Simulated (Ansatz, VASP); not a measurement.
Al3Pd: VASP beside Ansatz

```xyz
4
Lattice="4.4554 0.0000 0.0000 -2.2277 3.8585 0.0000 0.0000 0.0000 4.8867" Properties=species:S:1:pos:R:3 pbc="T T T"
Al    0.0000    2.5723    0.0000
Al    2.2277    1.2862    0.0000
Al    0.0000    0.0000    2.4434
Pd    0.0000    0.0000    0.0000
```

Alike in both runs: functional PBE; k mesh 6 × 6 × 4; occupations gaussian, width 0.1 eV; no spin polarisation.

Ansatz relaxed the structure, and its values are those at the end. VASP's run is a single point on that final structure, the one shown.

|  | VASP | Ansatz |
| --- | --- | --- |
| version | VASP 6.6.1 | Ansatz 0.2.0 |
| potentials or method | VASP PAW PBE potentials, release 64 (Al, Pd), cutoff 520 eV | scalar-relativistic, plane waves, PAW |
| valence electrons in the cell | 19 | 27 |

|  | VASP | Ansatz | Ansatz less VASP |
| --- | --- | --- | --- |
| gap on the k mesh at the Fermi level (eV) | none | none | - |
| pressure (GPa) | 0.1 | 0.1 | +0.05 |

A gap of «none» marks a metal or a gap that the smearing closes. VASP's potentials hold 19 valence electrons a cell and Ansatz's 27, so a difference there can come from the potentials and not from the codes.
